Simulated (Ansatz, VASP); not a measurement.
## Cu: VASP beside Ansatz

INCAR

```
PREC     = Accurate       # precision mode
ENCUT    = 520            # plane-wave cutoff, eV
EDIFF    = 1E-8           # SCF threshold, eV
ISMEAR   = -1             # smearing method
SIGMA    = 0.03           # smearing width, eV
LREAL    = F              # projectors in reciprocal space
LASPH    = T              # aspherical terms in the spheres
NELM     = 60             # most SCF steps
ALGO     = Normal         # electronic algorithm
ISIF     = 2              # what is computed and relaxed
LWAVE    = F              # write WAVECAR
LCHARG   = F              # write CHGCAR
GGA      = PS             # functional
LEFG     = T            
NBANDS   = 12             # bands
```

File KPOINTS:

```
regular mesh
0
Gamma
  17 17 17
```

The input POSCAR:

```
Cu
1.0
    0.0000000000      1.8075000000      1.7894250000
    1.8075000000      0.0000000000      1.7894250000
    1.8075000000      1.8075000000      0.0000000000
Cu
1
Direct
    0.0000000000      0.0000000000      0.0000000000
```

Input for Ansatz:

```yaml
crystal:
  lattice:
    - [0.0, 1.8075, 1.789425]
    - [1.8075, 0.0, 1.789425]
    - [1.8075, 1.8075, 0.0]
  atoms:
    - { symbol: Cu, position: [0.0, 0.0, 0.0] }
kpoints:
  mp_grid: { grid: [17, 17, 17] }
scf:
  occupations: { method: fermi_dirac, width: 0.03 }
hamiltonian:
  xc: pbesol
  pseudopotentials: { kind: all_electron, datasets: crystal }
output:
  forces: true
  stress: true
  eigenvalues: true
  efg: { contact_densities: true }
```

Change from the starting cell: zz strain of -1 %, crystal datasets.

Alike in both runs: task electric field gradients; functional PBEsol; k mesh 17 × 17 × 17; occupations fermi-dirac, width 0.03 eV; no spin polarisation.

```csv
,VASP,Ansatz
version,VASP 6.6.1,Ansatz 0.2.0
potentials or method,"VASP PAW PBE potentials, release 64 (Cu), cutoff 520 eV","all-electron PAW with datasets made for the crystal, scalar-relativistic"
```

Ansatz gave:

```
pressure (GPa)                                                : -5.3
traceless stress, the component that is largest in VASP (GPa) : 0.46
size of Vzz on the site where it differs most (V/Å²)          : 0.6
```

Estimate VASP's values.

pressure (GPa): -4.6; traceless stress, the component that is largest in VASP (GPa): 0.48; size of Vzz on the site where it differs most (V/Å²): 0.9.

VASP's potentials were made for PBE, not for PBEsol. Ansatz ran all-electron here, and VASP with PAW potentials.
